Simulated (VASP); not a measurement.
SrCl2, 3 atoms in the cell. Symmetry: Fm-3m, No. 225, cubic system. The conventional cell has a = 6.995 Å, b = 6.995 Å, c = 6.995 Å, α = 90.00°, β = 90.00°, γ = 90.00°. Within 4.0 Å of Sr (site symmetry m-3m) lie 8 Cl at 3.03 Å. Within 4.0 Å of Cl (site symmetry -43m) lie 4 Sr at 3.03 Å and 6 Cl at 3.50 Å. 

| Property | Result |
| --- | --- |
| Program | VASP 6.6.1 |
| Task | single point |
| Functional | PBE |
| Potentials or basis | VASP PAW PBE potentials, release 64 (Sr_sv, Cl) |
| Cutoff | 520 eV |
| k mesh | 6 × 6 × 6 |
| Occupations | fermi-dirac, width 0.02 eV |
| Spin | no spin polarisation |
| Dipole correction | no |
| Further INCAR settings | ALGO = Normal; EDIFF = 1e-06; NBANDS = 19 |

Potentials or basis: VASP PAW PBE potentials, release 64 (Sr_sv, Cl).

The run is started by

```console
$ cat potpaw_PBE.64/Sr_sv/POTCAR potpaw_PBE.64/Cl/POTCAR > POTCAR
$ mpirun -np 1 vasp_std > vasp.out
```

Hardware: 1 thread of AMD EPYC 9R45 96-Core Processor (Zen 5), on a shared host.

Q: How long does it take, and how much memory?

A: It took 20 s on 1 thread of AMD EPYC 9R45 96-Core Processor (Zen 5) (shared host), peak memory 0.2 GiB. Counts: scf iterations 14, k points 16.
